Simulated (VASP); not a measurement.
# Bi (P6/mmm) in VASP: a series of runs

Bi is run at these levels: LDA; tasks: single point.

All numbers are computed with VASP 6.6.1; they aren't measurements. Logs are shortened: lines on timing, memory, paths and dates and some standing lists are left out, and cuts for length are marked.

## 1. The cell of the first run

Symmetry: P6/mmm, No. 191, hexagonal system. Conventional cell: a = 5.656 Å, b = 5.656 Å, c = 3.341 Å, α = 90.00°, β = 90.00°, γ = 120.00°. Within 4.4 Å of Bi (site symmetry 6/mmm) lie 14 Bi at 3.34 to 3.67 Å. Within 4.3 Å of Bi (site symmetry -6m2) lie 11 Bi at 3.27 to 3.67 Å.

This isn't the form of Bi at room conditions, which is rhombohedral.

## 2. Single point, LDA (30.86 Å³/atom)

INCAR reads:

```
PREC     = Accurate       # precision mode
ENCUT    = 520            # plane-wave cutoff, eV
EDIFF    = 1E-6           # SCF threshold, eV
ISMEAR   = -1             # smearing method
SIGMA    = 0.1            # smearing width, eV
LREAL    = False          # projectors in reciprocal space
LASPH    = True           # aspherical terms in the spheres
NELM     = 100            # most SCF steps
ALGO     = Normal         # electronic algorithm
ISIF     = 2              # what is computed and relaxed
LWAVE    = False          # write WAVECAR
LCHARG   = False          # write CHGCAR
GGA      = CA             # functional
NBANDS   = 30             # bands
```

KPOINTS reads:

```
regular mesh
0
Gamma
  8 8 11
```

POSCAR reads:

```
Bi
1.0
    5.6564552110      0.0000000000      0.0000000000
   -2.8282276055      4.8986339081      0.0000000000
    0.0000000000      0.0000000000      3.3407048962
Bi
3
Direct
    0.0000000000      1.0000000000      0.0000000000
    0.3333333333      0.6666666667      0.5000000000
    0.6666666667      0.3333333333      0.5000000000
```

Potentials or basis: VASP PAW LDA potentials, release 64 (Bi_d).

Launch:

```sh
cat potpaw_LDA.64/Bi_d/POTCAR > POTCAR
mpirun -np 1 vasp_std > vasp.out
```

OUTCAR:

```text
PREC = Accurate
   ENCUT = 520
   EDIFF = 1E-6
   ISMEAR = -1
   LREAL = False
   LASPH = True
   NELM = 100
   ISIF = 2
   GGA = CA

 ion  position               nearest neighbor table
   1  0.000  0.000  0.000-   2 3.67   3 3.67   2 3.67   3 3.67   3 3.67   3 3.67   2 3.67   2 3.67
                             3 3.67   3 3.67   2 3.67   2 3.67
   2  0.333  0.667  0.500-   3 3.27   3 3.27   3 3.27   1 3.67   1 3.67   1 3.67   1 3.67   1 3.67
                             1 3.67
   3  0.667  0.333  0.500-   2 3.27   2 3.27   2 3.27   1 3.67   1 3.67   1 3.67   1 3.67   1 3.67
                             1 3.67

  LATTYP: Found a hexagonal cell.
 ALAT       =     5.6564552110
 C/A-ratio  =     0.5906004329

  Lattice vectors:

 A1 = (   5.6564552110,   0.0000000000,   0.0000000000)
 A2 = (  -2.8282276055,   4.8986339081,   0.0000000000)
 A3 = (   0.0000000000,   0.0000000000,   3.3407048962)

Analysis of symmetry for initial positions (statically):
=====================================================================
 Subroutine PRICEL returns:
 Original cell was already a primitive cell.

 Routine SETGRP: Setting up the symmetry group for a
 hexagonal supercell.

 Subroutine GETGRP returns: Found 24 space group operations
 (whereof 24 operations were pure point group operations)
 out of a pool of 24 trial point group operations.

The static configuration has the point symmetry D_6h.

Analysis of symmetry for dynamics (positions and initial velocities):
=====================================================================
 Subroutine PRICEL returns:
 Original cell was already a primitive cell.

 Routine SETGRP: Setting up the symmetry group for a
 hexagonal supercell.

 Subroutine GETGRP returns: Found 24 space group operations
 (whereof 24 operations were pure point group operations)
 out of a pool of 24 trial point group operations.

The dynamic configuration has the point symmetry D_6h.

 Subroutine INISYM returns: Found 24 space group operations
 (whereof 24 operations are pure point group operations),
 and found     1 'primitive' translations

----------------------------------------------------------------------------------------

                                     Primitive cell

  volume of cell :      92.5673

  direct lattice vectors                    reciprocal lattice vectors
     5.656455211  0.000000000  0.000000000     0.176789166  0.102069273  0.000000000
    -2.828227605  4.898633908  0.000000000     0.000000000  0.204138545  0.000000000
     0.000000000  0.000000000  3.340704896     0.000000000  0.000000000  0.299338023

  length of vectors
     5.656455211  5.656455211  3.340704896     0.204138545  0.204138545  0.299338023

  position of ions in fractional coordinates (direct lattice)
     0.000000000  0.000000000  0.000000000
     0.333333333  0.666666667  0.500000000
     0.666666667  0.333333333  0.500000000

  ion indices of the primitive-cell ions
   primitive index   ion index
                 1           1
                 2           2
                 3           3

----------------------------------------------------------------------------------------

 KPOINTS: regular mesh

Automatic generation of k-mesh.
 Grid dimensions read from file:
 generate k-points for:    8    8   11

 Generating k-lattice:

  Cartesian coordinates                     Fractional coordinates (reciprocal lattice)
     0.022098646  0.012758659  0.000000000     0.125000000  0.000000000  0.000000000
     0.000000000  0.025517318  0.000000000     0.000000000  0.125000000  0.000000000
     0.000000000  0.000000000  0.027212548     0.000000000  0.000000000  0.090909091

  Length of vectors
     0.025517318  0.025517318  0.027212548

  Shift w.r.t. Gamma in fractional coordinates (k-lattice)
     0.000000000  0.000000000  0.000000000

 Subroutine IBZKPT returns following result:
 ===========================================

 Found     60 irreducible k-points:

 Following reciprocal coordinates:
            Coordinates               Weight
  0.000000  0.000000  0.000000      1.000000
  0.125000 -0.000000  0.000000      6.000000
  0.250000 -0.000000  0.000000      6.000000
  0.375000  0.000000  0.000000      6.000000
  0.500000 -0.000000  0.000000      3.000000
  0.125000  0.125000  0.000000      6.000000
[... 16 lines left out ...]
  0.250000 -0.000000  0.181818     12.000000
  0.375000  0.000000  0.181818     12.000000
 [... further k-points ...]
   k-points           NKPTS =     60   k-points in BZ     NKDIM =     60   number of bands    NBANDS=     30
   number of dos      NEDOS =    301   number of ions     NIONS =      3
   total plane-waves  NPLWV =  49392
   dimension x,y,z NGX =    42 NGY =   42 NGZ =   28
   dimension x,y,z NGXF=    84 NGYF=   84 NGZF=   56
   ions per type =               3
   NGX,Y,Z   is equivalent  to a cutoff of  12.34, 12.34, 13.93 a.u.
   NGXF,Y,Z  is equivalent  to a cutoff of  24.69, 24.69, 27.87 a.u.
 SYSTEM =  unknown system
   PREC   = accura    normal or accurate (medium, high low for compatibility)
   ISTART =      0    job   : 0-new  1-cont  2-samecut
   ICHARG =      2    charge: 1-file 2-atom 10-const
   ISPIN  =      1    spin polarized calculation?
   LNONCOLLINEAR =      F non collinear calculations
   LSORBIT =      F    spin-orbit coupling
   LASPH  =      T    aspherical Exc in radial PAW
   ENCUT  =  520.0 eV  38.22 Ry    6.18 a.u.  10.52 10.52  6.21*2*pi/ulx,y,z
   NELM   =    100;   NELMIN=  2; NELMDL= -5     # of ELM steps
   EDIFF  = 0.1E-05   stopping-criterion for ELM
   LREAL  =      F    real-space projection
   EDIFFG = 0.1E-04   stopping-criterion for IOM
   NSW    =      0    number of steps for IOM
   IBRION =     -1    ionic relax: 0-MD 1-quasi-New 2-CG
   NFREE  =      0    steps in history (QN), initial steepest desc. (CG)
   ISIF   =      2    stress and relaxation
   ISYM   =      2    0-nonsym 1-usesym 2-fastsym
   POTIM  = 0.5000    time-step for ionic-motion
   TEBEG  =    0.0;   TEEND  =   0.0 temperature during run
   PSTRESS=    0.0 pullay stress
   NELECT =      45.0000    total number of electrons
   NUPDOWN=      -1.0000    fix difference up-down
   EMIN   =  10.00;   EMAX   =-10.00  energy-range for DOS
   EFERMI =   0.00;   METHOD = LEGACY
   ISMEAR =    -1;   SIGMA  =   0.10  broadening in eV -4-tet -1-fermi 0-gaus
   EFERMI_NEDOS =   21; number of points for ismear=-14 and -15
   IALGO  =     38    algorithm
   IMIX   =      4    mixing-type and parameters
     AMIX     =   0.40;   BMIX     =  1.00
     AMIX_MAG =   1.60;   BMIX_MAG =  1.00
  volume/ion in A,a.u.               =      30.86       208.22
  Fermi-wavevector in a.u.,A,eV,Ry     =   1.287241  2.432533 22.544708  1.656989
  Thomas-Fermi vector in A             =   2.419267
   LORBIT       =      0    0 simple, 1 ext, 2 COOP (PROOUT), +10 PAW based schemes
   GGA     = CA    functional components
   LHFCALC =     F    Hartree Fock is set to
   AEXX    =    0.0000 exact exchange contribution
   IVDW    =     0    specifies the selected vdW correction
   LEPSILON=     F    determine dielectric tensor
   LRPA    =     F    only Hartree local field effects (RPA)
 non-spin polarized calculation
  energy-cutoff  :      520.00
  volume of cell :       92.57
 maximum number of plane-waves:      2511
   NGX = 21   NGY = 21   NGZ = 13

 number of electron      44.9999999 magnetization

 Free energy of the ion-electron system (eV)
  ---------------------------------------------------
  ext. energy  EPLUGINS =         0.00000000
  ---------------------------------------------------
  free energy    TOTEN  =       -13.35404396 eV

  energy without entropy =      -13.28170889  energy(sigma->0) =      -13.31787643

 E-fermi :   7.7611     XC(G=0): -10.5626

 val. band max:        7.7572124858   @ k =   0.3750   0.0000   0.0909
 cond. band min:       7.7739470264   @ k =   0.1250  -0.0000   0.2727
 fundamental gap:      0.0167345406
 Fermi energy:         7.7611211116

 k-point     1 :       0.0000    0.0000    0.0000
  band No.  band energies     occupation
      1     -15.3033      2.00000
      2     -15.2062      2.00000
      3     -15.1911      2.00000
      4     -15.1906      2.00000
      5     -15.1906      2.00000
      6     -15.1102      2.00000
[... 22 lines left out ...]
     29      17.0461      0.00000
     30      17.9961      0.00000

 k-point     2 :       0.1250   -0.0000    0.0000
  band No.  band energies     occupation
      1     -15.3013      2.00000
      2     -15.2134      2.00000
      3     -15.2067      2.00000
      4     -15.1986      2.00000
      5     -15.1726      2.00000
      6     -15.1161      2.00000
[... 22 lines left out ...]
     29      17.2638      0.00000
     30      17.3769      0.00000

 k-point     3 :       0.2500   -0.0000    0.0000
  band No.  band energies     occupation
      1     -15.2958      2.00000
      2     -15.2379      2.00000
      3     -15.2149      2.00000
      4     -15.2081      2.00000
      5     -15.1656      2.00000
      6     -15.1250      2.00000
[... 22 lines left out ...]
     29      16.1981      0.00000
     30      16.6116      0.00000

 k-point     4 :       0.3750    0.0000    0.0000
  band No.  band energies     occupation
      1     -15.2878      2.00000
      2     -15.2602      2.00000
      3     -15.2284      2.00000
      4     -15.2096      2.00000
      5     -15.1685      2.00000
      6     -15.1313      2.00000
[... 616 lines left out ...]
     29      15.2941      0.00000
     30      16.4895      0.00000

 k-point    23 :       0.2500   -0.0000    0.1818
  band No.  band energies     occupation
      1     -15.2413      2.00000
      2     -15.2161      2.00000
      3     -15.2114      2.00000
      4     -15.1558      2.00000
      5     -15.1515      2.00000
      6     -15.1368      2.00000
[... 22 lines left out ...]
     29      15.4056      0.00000
     30      16.7484      0.00000

 k-point    24 :       0.3750    0.0000    0.1818
  band No.  band energies     occupation
      1     -15.2449      2.00000
      2     -15.2302      2.00000
      3     -15.2204      2.00000
      4     -15.1532      2.00000
      5     -15.1528      2.00000
      6     -15.1275      2.00000
[... 22 lines left out ...]
     29      15.5073      0.00000
     30      16.6069      0.00000

 [... further k-points ...]

------------------------ aborting loop because EDIFF is reached ----------------------------------------

  FORCE on cell =-STRESS in cart. coord.  units (eV):
  Direction    XX          YY          ZZ          XY          YZ          ZX
  --------------------------------------------------------------------------------------
  -------------------------------------------------------------------------------------
  Total       -1.4267171     -1.4267171     -1.0904041      0.0000000     -0.0000000      0.0000000
  in kB      -24.6939754    -24.6939754    -18.8729856      0.0000000     -0.0000000      0.0000000
  external PRESSURE =     -22.7536455 kB  Pullay stress =       0.0000000 kB

 VOLUME and BASIS-vectors are now :
 -----------------------------------------------------------------------------
  energy-cutoff  :      520.00
  volume of cell :       92.57
      direct lattice vectors                 reciprocal lattice vectors
     5.656455211  0.000000000  0.000000000     0.176789166  0.102069273  0.000000000
    -2.828227605  4.898633908  0.000000000     0.000000000  0.204138545  0.000000000
     0.000000000  0.000000000  3.340704896     0.000000000  0.000000000  0.299338023

 POSITION                                       TOTAL-FORCE (eV/Angst)
 -----------------------------------------------------------------------------------
      0.00000      0.00000      0.00000         0.000000      0.000000      0.000000
     -0.00000      3.26576      1.67035         0.000000      0.000000      0.000000
      2.82823      1.63288      1.67035         0.000000     -0.000000      0.000000
 -----------------------------------------------------------------------------------
    total drift:                                0.000000      0.000000     -0.000000

  FREE ENERGIE OF THE ION-ELECTRON SYSTEM (eV)
  ---------------------------------------------------
  free  energy   TOTEN  =       -13.3540439600 eV

  energy  without entropy=      -13.2817088942  energy(sigma->0) =      -13.31787643
```

It took 3 min on 1 thread of Intel Xeon 8259CL, shared host; peak memory 0.25 GiB.

Results:

| Item | Value |
| --- | --- |
| Free energy | -13.3540 eV |
| Pressure | -2.3 GPa |
| Band gap on the k mesh | zero (an odd number of electrons rules out a gap without spin polarisation) |

Levels at points of the mesh, in eV from the Fermi level:
| k point | band 19 | band 20 | band 21 | band 22 | band 23 | band 24 | band 25 | band 26 |
| --- | --- | --- | --- | --- | --- | --- | --- | --- |
| (0.00, 0.00, 0.00) | -3.52 | -3.52 | -3.29 | -3.29 | 1.71 | 4.98 | 4.98 | 5.54 |
| (0.50, 0.00, 0.00) | -5.17 | -1.47 | -1.29 | 1.12 | 1.44 | 1.95 | 3.32 | 3.32 |

Caveat: spin-orbit coupling is left out, which moves the levels of the heavy elements.

## 3. Single point, LDA (32.04 Å³/atom)

This run uses another cell than the first one, of 32.04 Å³/atom.

INCAR reads:

```
  PREC = Accurate
  ENCUT = 520
  EDIFF = 1E-7
  ISMEAR = -1
  SIGMA = 0.1
  LREAL = False
  LASPH = True
  NELM = 100
  ALGO = Normal
  ISIF = 2
  LWAVE = False
  LCHARG = False
  NBANDS = 30
```

KPOINTS reads:

```
Automatic mesh
0
Gamma
  8 8 11
```

POSCAR reads:

```
Bi
1.0
    5.7280635117      0.0000000000      0.0000000000
   -2.8640317559      4.9606485156      0.0000000000
    0.0000000000      0.0000000000      3.3829967896
Bi
3
Direct
    0.0000000000      1.0000000000      0.0000000000
    0.3333333333      0.6666666667      0.5000000000
    0.6666666667      0.3333333333      0.5000000000
```

Potentials or basis: VASP PAW LDA potentials, release 64 (Bi_d).

Launch:

```sh
cat potpaw_LDA.64/Bi_d/POTCAR > POTCAR
mpirun -np 1 vasp_std > vasp.out
```

It took 3.9 min on 1 thread of Intel Xeon 8259CL, shared host; peak memory 0.28 GiB.

It converged, with:

- Free energy: -13.2848 eV
- Pressure: -4.0 GPa
- Band gap on the k mesh: zero (an odd number of electrons rules out a gap without spin polarisation)

Stress tensor (GPa, compression positive):
```
-4.21  0.00  0.00
 0.00 -4.21  0.00
 0.00  0.00 -3.72
```

Levels at points of the mesh, in eV from the Fermi level:
| k point | band 18 | band 19 | band 20 | band 21 | band 22 | band 23 | band 24 | band 25 | band 26 | band 27 |
| --- | --- | --- | --- | --- | --- | --- | --- | --- | --- | --- |
| (0.00, 0.00, 0.00) | -10.00 | -3.36 | -3.36 | -3.13 | -3.13 | 1.66 | 4.72 | 4.72 | 5.25 | 5.26 |
| (0.50, 0.00, 0.00) | -10.58 | -4.95 | -1.47 | -1.30 | 1.08 | 1.42 | 1.87 | 3.19 | 3.19 | 4.63 |

Caveat: the cell stands under tension; spin-orbit coupling is left out, which moves the levels of the heavy elements.
